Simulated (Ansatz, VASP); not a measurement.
# KF: VASP beside Ansatz

INCAR

```
SYSTEM = KF
PREC = Accurate
ENCUT = 520
EDIFF = 1E-6
ISMEAR = 0
SIGMA = 0.05
LREAL = .FALSE.
LASPH = .TRUE.
NELM = 100
ALGO = Normal
ISIF = 2
LWAVE = .FALSE.
LCHARG = .FALSE.
GGA = CA
NBANDS = 15
```

Contents of KPOINTS:

```
Automatic mesh
0
G
  8 8 8
  0 0 0
```

Contents of POSCAR:

```
KF
1.0
   -0.0552649204      2.5680699107      2.5680699107
    2.5680699107     -0.0552649204      2.5680699107
    2.5680699107      2.5680699107     -0.0552649204
K F
1 1
Direct
    0.0000000000      0.0000000000      0.0000000000
    0.5000000000      0.5000000000      0.5000000000
```

Input for Ansatz:

```yaml
crystal:
  lattice:
    - [-0.0552649204, 2.5680699107, 2.5680699107]
    - [2.5680699107, -0.0552649204, 2.5680699107]
    - [2.5680699107, 2.5680699107, -0.0552649204]
  atoms:
    - { symbol: K, position: [0.0, 0.0, 0.0] }
    - { symbol: F, position: [0.5, 0.5, 0.5] }
basis:
  ecutwfc: 520.0
kpoints:
  mp_grid: { grid: [8, 8, 8] }
hamiltonian:
  xc: lda
scf:
  occupations: { method: gaussian, width: 0.05 }
output:
  forces: true
  stress: true
  eigenvalues: true
```

Alike in both runs: task single point; functional LDA; k mesh 8 × 8 × 8; occupations gaussian, width 0.05 eV; no spin polarisation.

|  | VASP | Ansatz |
| --- | --- | --- |
| version | VASP 6.6.1 | Ansatz 0.2.0 |
| potentials or method | VASP PAW LDA potentials, release 64 (K_sv, F), cutoff 520 eV | scalar-relativistic, plane waves, PAW |
| valence electrons in the cell | 16 | 16 |

Ansatz gave:

| Item | Value |
| --- | --- |
| gap on the k mesh at the Fermi level (eV) | 6.25 |
| least direct gap on the mesh (eV) | 6.25 |
| pressure (GPa) | -0.7 |
| traceless stress, the component that is largest in VASP (GPa) | 0.28 |

Task: Which values does VASP return?

Result: gap on the k mesh at the Fermi level (eV): 6.23; least direct gap on the mesh (eV): 6.23; pressure (GPa): -0.5; traceless stress, the component that is largest in VASP (GPa): 0.27.

LDA's correlation is that of Perdew and Zunger in VASP and of Perdew and Wang (1992) in Ansatz.
